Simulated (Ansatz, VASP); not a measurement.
Two plane-wave programs on La3LuO2

File INCAR:

```
ALGO = Normal
EDIFF = 1E-6
EDIFFG = -0.04
ENCUT = 600
GGA = PE
IBRION = 2
ISIF = 3
ISMEAR = 0
LASPH = True
LCHARG = False
LREAL = False
LWAVE = False
NELM = 100
NSW = 90
PREC = Accurate
SIGMA = 0.1
```

KPOINTS

```
k-points
0
Gamma
  3 3 6
```

Contents of POSCAR:

```
La3LuO2
1.0
    6.4892104500      0.0000000000      0.0000000000
   -3.2446052300      5.6198211000      0.0000000000
    0.0000000000      0.0000000000      3.5867747300
La Lu O
3 1 2
Direct
    0.5000000000      0.0000000000      0.5000000000
    0.5000000000      0.5000000000      0.5000000000
    0.0000000000      0.5000000000      0.5000000000
    0.0000000000      0.0000000000      0.0000000000
    0.3333333300      0.6666666700      0.0000000000
    0.6666666700      0.3333333300      0.0000000000
```

Input for Ansatz:

```yaml
crystal:
  lattice:
    - [6.48921045, 0.0, 0.0]
    - [-3.24460523, 5.6198211, 0.0]
    - [0.0, 0.0, 3.58677473]
  atoms:
    - { symbol: La, position: [0.5, 0.0, 0.5] }
    - { symbol: La, position: [0.5, 0.5, 0.5] }
    - { symbol: La, position: [0.0, 0.5, 0.5] }
    - { symbol: Lu, position: [0.0, 0.0, 0.0] }
    - { symbol: O, position: [0.33333333, 0.66666667, 0.0] }
    - { symbol: O, position: [0.66666667, 0.33333333, 0.0] }
basis:
  ecutwfc: 420
kpoints:
  mp_grid: { grid: [3, 3, 6] }
hamiltonian:
  xc: pbe
scf:
  occupations: { method: gaussian, width: 0.1 }
  lower_state_search: "off"
output:
  forces: true
  stress: true
  eigenvalues: true
relax:
  adjacent_minimum: "off"
  f_tol: 0.04
  max_steps: 70
  cell: { stress_tol: 0.4 }
```

Change from the starting cell: species swapped into the ErB2Ru3 type (P6/mmm, No. 191).

Alike in both runs: task relaxation of cell and atoms; functional PBE; k mesh 3 × 3 × 6; occupations gaussian, width 0.1 eV; no spin polarisation.

|  | VASP | Ansatz |
| --- | --- | --- |
| version | VASP 6.6.1 | Ansatz 0.2.0 |
| potentials or method | VASP PAW PBE potentials, release 64 (La, Lu, O), cutoff 600 eV | scalar-relativistic, plane waves, PAW |
| valence electrons in the cell | 70 | 70 |

Ansatz gave:

```
gap on the k mesh at the Fermi level, each at its own relaxed structure (eV) : none
relaxed volume (Å³/atom)                                                     : 23.26
relaxed length of the cell vector where the two differ most in proportion (Å)              : 7.026
```

**Question.** What did VASP give for the same quantities?

**Answer.** gap on the k mesh at the Fermi level, each at its own relaxed structure (eV): none; relaxed volume (Å³/atom): 23.25; relaxed length of the cell vector where the two differ most in proportion (Å): 7.023.

A gap of «none» marks a metal or a gap that the smearing closes.

The k mesh is coarse, so the values compare programs but aren't converged. Spin-orbit coupling is off throughout.
